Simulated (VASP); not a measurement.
# MoS2: single point with LDA+U

Crystal: MoS2.

```
Mo S
1.0
     1.58550    0.91539    6.11500
    -1.58550    0.91539    6.11500
     0.00000   -1.83078    6.11500
Mo S
1 2
Direct
  0.00000 0.00000 0.00000
  0.75000 0.75000 0.75000
  0.25000 0.25000 0.25000
```

```json
{"Program": "VASP 6.6.1", "Task": "single point", "Functional": "LDA", "Potentials or basis": "VASP PAW LDA potentials, release 64 (Mo_sv, S)", "Cutoff": "520 eV", "k mesh": "7 × 7 × 7", "Occupations": "gaussian, width 0.05 eV", "Spin": "collinear spin, ferromagnetic start", "Starting moments": "[2.0, 0.0, 0.0] μB", "Hubbard terms": "Mo d U = 2.0 eV"}
```

```json
{
 "Pressure": "1.6 GPa",
 "Largest force": "0.704 eV/Å",
 "Band gap on the k mesh": "zero (filled and empty bands overlap)",
 "Net moment": "0.00 μB per cell",
 "Valence electrons inside the program's atomic spheres": "Mo 12.49; S 3.70"
}
```

Forces in eV/Å, atoms in the order of the input:
```
Mo   0.000  0.000  0.000
S    0.000  0.000  0.704
S    0.000  0.000 -0.704
```

Stress tensor (GPa, compression positive):
```
0.23 0.00 0.00
0.00 0.23 0.00
0.00 0.00 4.24
```

Levels at points of the mesh, in eV from the Fermi level:
Spin up:
```
           k point  band 11  band 12  band 13  band 14  band 15  band 16
(0.00, 0.00, 0.00)    -1.36    -1.18    -1.18    -0.34    -0.34     3.30
```
Spin down:
```csv
k point,band 9,band 10,band 11,band 12,band 13,band 14,band 15,band 16,band 17,band 18
"(0.00, 0.00, 0.00)",-4.29,-1.88,-1.36,-1.18,-1.18,-0.34,-0.34,3.30,3.30,5.90
```

Eigenvalues of the final occupation matrices:
```tsv
site	spin	trace	eigenvalues
site 1 d	1	2.00	0.37 0.37 0.39 0.43 0.43
site 1 d	2	2.00	0.37 0.37 0.39 0.43 0.43
```

Wall time 5.4 min on 1 thread of Intel(R) Xeon(R) Platinum 8259CL CPU @ 2.50GHz (Skylake/Cascade Lake) (shared host), peak memory 0.3 GiB.

The state reached can hang on the start; a lower one may exist.
